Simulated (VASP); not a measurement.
# YPtC2N2 (P-1) in VASP: single point with PBE

Aim: the single point of YPtC2N2 with PBE.

Everything below comes from runs of VASP 6.6.1. Logs are shortened: lines on timing, memory, paths and dates and some standing lists are left out, and cuts for length are marked.

**1. The cell of the first run**

The typed cell holds 6 atoms: a = 4.011 Å, b = 4.548 Å, c = 8.619 Å, α = 76.08°, β = 85.74°, γ = 69.90°.

**2. Single point, PBE**

INCAR

```
ALGO = Normal
EDIFF = 1E-6
ENCUT = 520
GGA = PE
ISIF = 2
ISMEAR = 0
LASPH = T
LCHARG = F
LREAL = F
LWAVE = F
NBANDS = 28
NELM = 80
PREC = Accurate
SIGMA = 0.1
```

KPOINTS

```
k-points
0
Gamma
  4 4 2
```

POSCAR

```
YPtC2N2
1.0
    4.0106556500      0.0000000000      0.0000000000
    1.5631786000      4.2708007500      0.0000000000
    0.6409011200      1.9738302200      8.3650286000
Y Pt C N
1 1 2 2
Direct
    0.5000000000      0.5000000000      0.5000000000
    0.0000000000      0.0000000000      0.0000000000
    0.1809514800      0.8190485200      0.8190485200
    0.8190485200      0.1809514800      0.1809514800
    0.2913913500      0.7086086500      0.7086086500
    0.7086086500      0.2913913500      0.2913913500
```

Potentials or basis: VASP PAW PBE potentials, release 64 (Y_sv, Pt, C, N).

The run is started by

```
$ cat potpaw_PBE.64/Y_sv/POTCAR potpaw_PBE.64/Pt/POTCAR potpaw_PBE.64/C/POTCAR potpaw_PBE.64/N/POTCAR > POTCAR
$ mpirun -np 1 vasp_std > vasp.out
```

OUTCAR:

```text
EDIFF = 1E-6
   ENCUT = 520
   GGA = PE
   ISIF = 2
   ISMEAR = 0
   LASPH = T
   LREAL = F
   NELM = 80
   PREC = Accurate

 ion  position               nearest neighbor table
   1  0.500  0.500  0.500-   5 2.21   6 2.21
   2  0.000  0.000  0.000-   3 1.92   4 1.92
   3  0.181  0.819  0.819-   5 1.17   2 1.92
   4  0.819  0.181  0.181-   6 1.17   2 1.92
   5  0.291  0.709  0.709-   3 1.17   1 2.21
   6  0.709  0.291  0.291-   4 1.17   1 2.21

  LATTYP: Found a triclinic cell.
 ALAT       =     4.0106556500
 B/A-ratio  =     2.7948535685
 C/A-ratio  =     1.1339507356
 COS(alpha) =     0.0252491411
 COS(beta)  =     0.3437154375
 COS(gamma) =     0.6333223446

  Lattice vectors:

 A1 = (  -4.0106556500,   0.0000000000,   0.0000000000)
 A2 = (  -7.0990338200,   2.2969705300,  -8.3650286000)
 A3 = (  -1.5631786000,  -4.2708007500,   0.0000000000)

Analysis of symmetry for initial positions (statically):
=====================================================================
 Subroutine PRICEL returns:
 Original cell was already a primitive cell.

 Routine SETGRP: Setting up the symmetry group for a
 triclinic supercell.

 Subroutine GETGRP returns: Found  2 space group operations
 (whereof  2 operations were pure point group operations)
 out of a pool of  2 trial point group operations.

The static configuration has the point symmetry S_2 .

Analysis of symmetry for dynamics (positions and initial velocities):
=====================================================================
 Subroutine PRICEL returns:
 Original cell was already a primitive cell.

 Routine SETGRP: Setting up the symmetry group for a
 triclinic supercell.

 Subroutine GETGRP returns: Found  2 space group operations
 (whereof  2 operations were pure point group operations)
 out of a pool of  2 trial point group operations.

The dynamic configuration has the point symmetry S_2 .

 Subroutine INISYM returns: Found  2 space group operations
 (whereof  2 operations are pure point group operations),
 and found     1 'primitive' translations

----------------------------------------------------------------------------------------

                                     Primitive cell

  volume of cell :     143.2822

  direct lattice vectors                    reciprocal lattice vectors
     4.010655650  0.000000000  0.000000000     0.249335791 -0.091260725  0.002430785
     1.563178600  4.270800750  0.000000000     0.000000000  0.234148128 -0.055250098
     0.640901120  1.973830220  8.365028600     0.000000000  0.000000000  0.119545318

  length of vectors
     4.010655650  4.547885924  8.618611458     0.265523569  0.240578301  0.119545318

  position of ions in fractional coordinates (direct lattice)
     0.500000000  0.500000000  0.500000000
     0.000000000  0.000000000  0.000000000
     0.180951480  0.819048520  0.819048520
     0.819048520  0.180951480  0.180951480
     0.291391350  0.708608650  0.708608650
     0.708608650  0.291391350  0.291391350

  ion indices of the primitive-cell ions
   primitive index   ion index
                 1           1
                 2           2
                 3           3
                 4           4
                 5           5
                 6           6

----------------------------------------------------------------------------------------

 KPOINTS: k-points

Automatic generation of k-mesh.
 Grid dimensions read from file:
 generate k-points for:    4    4    2

 Generating k-lattice:

  Cartesian coordinates                     Fractional coordinates (reciprocal lattice)
     0.062333948 -0.022815181  0.000607696     0.250000000 -0.000000000 -0.000000000
     0.000000000  0.058537032 -0.013812525     0.000000000  0.250000000  0.000000000
     0.000000000  0.000000000  0.059772659     0.000000000  0.000000000  0.500000000

  Length of vectors
     0.066380892  0.060144575  0.059772659

  Shift w.r.t. Gamma in fractional coordinates (k-lattice)
     0.000000000  0.000000000  0.000000000

 Subroutine IBZKPT returns following result:
 ===========================================

 Found     20 irreducible k-points:

 Following reciprocal coordinates:
            Coordinates               Weight
  0.000000  0.000000  0.000000      1.000000
  0.250000  0.000000  0.000000      2.000000
  0.500000  0.000000  0.000000      1.000000
  0.000000  0.250000 -0.000000      2.000000
  0.250000  0.250000  0.000000      2.000000
  0.500000  0.250000  0.000000      2.000000
[... 12 lines left out ...]
  0.250000  0.500000  0.500000      2.000000
  0.500000  0.500000  0.500000      1.000000
   k-points           NKPTS =     20   k-points in BZ     NKDIM =     20   number of bands    NBANDS=     28
   number of dos      NEDOS =    301   number of ions     NIONS =      6
   total plane-waves  NPLWV =  69120
   dimension x,y,z NGX =    30 NGY =   36 NGZ =   64
   dimension x,y,z NGXF=    60 NGYF=   72 NGZF=  128
   ions per type =               1   1   2   2
   NGX,Y,Z   is equivalent  to a cutoff of  12.44, 13.16, 12.35 a.u.
   NGXF,Y,Z  is equivalent  to a cutoff of  24.87, 26.32, 24.69 a.u.
 SYSTEM =  unknown system
   PREC   = accura    normal or accurate (medium, high low for compatibility)
   ISTART =      0    job   : 0-new  1-cont  2-samecut
   ICHARG =      2    charge: 1-file 2-atom 10-const
   ISPIN  =      1    spin polarized calculation?
   LNONCOLLINEAR =      F non collinear calculations
   LSORBIT =      F    spin-orbit coupling
   LASPH  =      T    aspherical Exc in radial PAW
   ENCUT  =  520.0 eV  38.22 Ry    6.18 a.u.   7.46  8.46 16.02*2*pi/ulx,y,z
   NELM   =     80;   NELMIN=  2; NELMDL= -5     # of ELM steps
   EDIFF  = 0.1E-05   stopping-criterion for ELM
   LREAL  =      F    real-space projection
   EDIFFG = 0.1E-04   stopping-criterion for IOM
   NSW    =      0    number of steps for IOM
   IBRION =     -1    ionic relax: 0-MD 1-quasi-New 2-CG
   NFREE  =      0    steps in history (QN), initial steepest desc. (CG)
   ISIF   =      2    stress and relaxation
   ISYM   =      2    0-nonsym 1-usesym 2-fastsym
   POTIM  = 0.5000    time-step for ionic-motion
   TEBEG  =    0.0;   TEEND  =   0.0 temperature during run
   PSTRESS=    0.0 pullay stress
   NELECT =      39.0000    total number of electrons
   NUPDOWN=      -1.0000    fix difference up-down
   EMIN   =  10.00;   EMAX   =-10.00  energy-range for DOS
   EFERMI =   0.00;   METHOD = LEGACY
   ISMEAR =     0;   SIGMA  =   0.10  broadening in eV -4-tet -1-fermi 0-gaus
   EFERMI_NEDOS =   21; number of points for ismear=-14 and -15
   IALGO  =     38    algorithm
   IMIX   =      4    mixing-type and parameters
     AMIX     =   0.40;   BMIX     =  1.00
     AMIX_MAG =   1.60;   BMIX_MAG =  1.00
  volume/ion in A,a.u.               =      23.88       161.15
  Fermi-wavevector in a.u.,A,eV,Ry     =   1.060960  2.004924 15.315208  1.125636
  Thomas-Fermi vector in A             =   2.196359
   LORBIT       =      0    0 simple, 1 ext, 2 COOP (PROOUT), +10 PAW based schemes
   GGA     = PE    functional components
   LHFCALC =     F    Hartree Fock is set to
   AEXX    =    0.0000 exact exchange contribution
   IVDW    =     0    specifies the selected vdW correction
   LEPSILON=     F    determine dielectric tensor
   LRPA    =     F    only Hartree local field effects (RPA)
 non-spin polarized calculation
 Gauss-broadening in eV      SIGMA  =   0.10
  energy-cutoff  :      520.00
  volume of cell :      143.28
 maximum number of plane-waves:      3878
 NGX is ok and might be reduce to    30
   NGX = 15   NGY = 17   NGZ = 31

 number of electron      39.0000001 magnetization

 Free energy of the ion-electron system (eV)
  ---------------------------------------------------
  ext. energy  EPLUGINS =         0.00000000
  ---------------------------------------------------
  free energy    TOTEN  =       -46.15456275 eV

  energy without entropy =      -46.14151204  energy(sigma->0) =      -46.14803740

 E-fermi :   1.1932     XC(G=0):  -7.8929

 val. band max:        1.1184120649   @ k =   0.5000   0.5000   0.0000
 cond. band min:       1.1982205306   @ k =   0.5000   0.5000   0.5000
 fundamental gap:      0.0798084657
 Fermi energy:         1.1931720793

 k-point     1 :       0.0000    0.0000    0.0000
  band No.  band energies     occupation
      1     -43.1465      2.00000
      2     -23.2996      2.00000
      3     -23.0648      2.00000
      4     -23.0096      2.00000
      5     -17.6157      2.00000
      6     -17.4461      2.00000
[... 20 lines left out ...]
     27       6.1975      0.00000
     28       6.9919      0.00000

 k-point     2 :       0.2500    0.0000    0.0000
  band No.  band energies     occupation
      1     -43.1442      2.00000
      2     -23.2980      2.00000
      3     -23.0660      2.00000
      4     -23.0484      2.00000
      5     -17.5882      2.00000
      6     -17.4426      2.00000
[... 20 lines left out ...]
     27       6.3772      0.00000
     28       6.5057      0.00000

 k-point     3 :       0.5000    0.0000    0.0000
  band No.  band energies     occupation
      1     -43.1419      2.00000
      2     -23.2967      2.00000
      3     -23.0997      2.00000
      4     -23.0540      2.00000
      5     -17.5589      2.00000
      6     -17.4407      2.00000
[... 20 lines left out ...]
     27       5.4099      0.00000
     28       5.4250      0.00000

 k-point     4 :       0.0000    0.2500   -0.0000
  band No.  band energies     occupation
      1     -43.1461      2.00000
      2     -23.3071      2.00000
      3     -23.0687      2.00000
      4     -23.0103      2.00000
      5     -17.5974      2.00000
      6     -17.4518      2.00000
[... 454 lines left out ...]
     27       4.4061      0.00000
     28       6.6115      0.00000

 k-point    19 :       0.2500    0.5000    0.5000
  band No.  band energies     occupation
      1     -43.1435      2.00000
      2     -23.3091      2.00000
      3     -23.0754      2.00000
      4     -23.0447      2.00000
      5     -17.5729      2.00000
      6     -17.4407      2.00000
[... 20 lines left out ...]
     27       4.9705      0.00000
     28       6.2228      0.00000

 k-point    20 :       0.5000    0.5000    0.5000
  band No.  band energies     occupation
      1     -43.1414      2.00000
      2     -23.3031      2.00000
      3     -23.1041      2.00000
      4     -23.0524      2.00000
      5     -17.5545      2.00000
      6     -17.4368      2.00000
[... 20 lines left out ...]
     27       4.9704      0.00000
     28       5.4767      0.00000

------------------------ aborting loop because EDIFF is reached ----------------------------------------

  FORCE on cell =-STRESS in cart. coord.  units (eV):
  Direction    XX          YY          ZZ          XY          YZ          ZX
  --------------------------------------------------------------------------------------
  -------------------------------------------------------------------------------------
  Total       -1.1200469      2.4814146      3.2446081     -0.6075087      4.0742732     -1.1179790
  in kB      -12.5243345     27.7471126     36.2811227     -6.7931468     45.5584157    -12.5012116
  external PRESSURE =      17.1679669 kB  Pullay stress =       0.0000000 kB

 VOLUME and BASIS-vectors are now :
 -----------------------------------------------------------------------------
  energy-cutoff  :      520.00
  volume of cell :      143.28
      direct lattice vectors                 reciprocal lattice vectors
     4.010655650  0.000000000  0.000000000     0.249335791 -0.091260725  0.002430785
     1.563178600  4.270800750  0.000000000     0.000000000  0.234148128 -0.055250098
     0.640901120  1.973830220  8.365028600     0.000000000  0.000000000  0.119545318

 POSITION                                       TOTAL-FORCE (eV/Angst)
 -----------------------------------------------------------------------------------
      3.10737      3.12232      4.18251         0.000000     -0.000000      0.000000
      0.00000      0.00000      0.00000         0.000000     -0.000000      0.000000
      2.53098      5.11466      6.85136        -0.441704      1.507452      2.183737
      3.68375      1.12998      1.51366         0.441704     -1.507452     -2.183737
      2.73050      4.42500      5.92753         0.425134     -1.162146     -2.064884
      3.48424      1.81963      2.43750        -0.425134      1.162146      2.064884
 -----------------------------------------------------------------------------------
    total drift:                                0.000000      0.000000      0.000000

  FREE ENERGIE OF THE ION-ELECTRON SYSTEM (eV)
  ---------------------------------------------------
  free  energy   TOTEN  =       -46.1545627528 eV

  energy  without entropy=      -46.1415120435  energy(sigma->0) =      -46.14803740
```

It took 52 s on 1 thread of Intel Xeon 6975P-C (Granite Rapids), shared host; peak memory 0.31 GiB.

What came out:

```yaml
Free_energy: -46.1546 eV
Pressure: 1.7 GPa
Largest_force: 2.690 eV/Å
Band_gap_on_the_k_mesh: zero (an odd number of electrons rules out a gap without spin polarisation)
```

Forces in eV/Å, atoms in the order of the input:
```
Y    0.000  0.000  0.000
Pt   0.000  0.000  0.000
C   -0.442  1.507  2.184
C    0.442 -1.507 -2.184
N    0.425 -1.162 -2.065
N   -0.425  1.162  2.065
```

Levels at points of the mesh, in eV from the Fermi level:
| k point | band 15 | band 16 | band 17 | band 18 | band 19 | band 20 | band 21 | band 22 | band 23 | band 24 |
| --- | --- | --- | --- | --- | --- | --- | --- | --- | --- | --- |
| (0.00, 0.00, 0.00) | -2.33 | -2.03 | -1.89 | -1.15 | -0.77 | -0.67 | 0.71 | 1.34 | 1.76 | 1.80 |
| (0.50, 0.00, 0.00) | -2.02 | -1.89 | -0.99 | -0.76 | -0.10 | 0.02 | 0.43 | 1.01 | 1.51 | 1.95 |
| (0.00, 0.50, 0.00) | -1.86 | -1.76 | -1.31 | -0.85 | -0.69 | -0.55 | 1.27 | 1.30 | 1.75 | 2.10 |
| (0.50, 0.50, 0.00) | -2.28 | -1.93 | -1.02 | -0.67 | -0.07 | 0.57 | 1.17 | 1.30 | 1.56 | 2.06 |
| (0.00, 0.00, 0.50) | -2.04 | -1.80 | -1.65 | -1.33 | -0.90 | -0.69 | 0.25 | 0.68 | 1.53 | 1.74 |
| (0.50, 0.00, 0.50) | -2.27 | -1.94 | -1.02 | -0.78 | -0.13 | 0.22 | 1.13 | 1.16 | 1.48 | 1.84 |
| (0.00, 0.50, 0.50) | -1.91 | -1.87 | -1.33 | -0.90 | -0.64 | -0.52 | 1.47 | 1.53 | 1.97 | 2.08 |
| (0.50, 0.50, 0.50) | -2.02 | -1.84 | -0.96 | -0.67 | 0.01 | 0.26 | 0.43 | 1.04 | 1.62 | 2.00 |

Caveat: the k points lie up to 0.42 Å⁻¹ apart, too coarse for converged energies and pressures of a metal; spin-orbit coupling is left out, which moves the levels of the heavy elements; forces of over 1 eV/Å act on the atoms, so gaps and moduli don't describe the material at rest.
